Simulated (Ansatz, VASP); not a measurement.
# Bi: VASP beside Ansatz

```
CELL_PARAMETERS angstrom
2.29246 1.32355 4.04675
-2.29246 1.32355 4.04675
0.00000 -2.64710 4.04675
ATOMIC_POSITIONS crystal
Bi 0.23371 0.23371 0.23371
Bi 0.76629 0.76629 0.76629
```

Alike in both runs: task single point; functional PBE; k mesh 8 × 8 × 8; occupations methfessel-paxton of order 1, width 0.1 eV; no spin polarisation.

```csv
,VASP,Ansatz
version,VASP 6.6.1,Ansatz 0.2.0
potentials or method,"VASP PAW PBE potentials, release 64 (Bi_d), cutoff 520 eV","plane waves (420 eV) with PAW, scalar-relativistic"
valence electrons in the cell,30,30
```

VASP gave:

| Item | Value |
| --- | --- |
| pressure (GPa) | -0.1 |

Task: Which values does Ansatz return?

Result: Pressure (GPa): 0.0.

Neither program's run includes spin-orbit coupling.
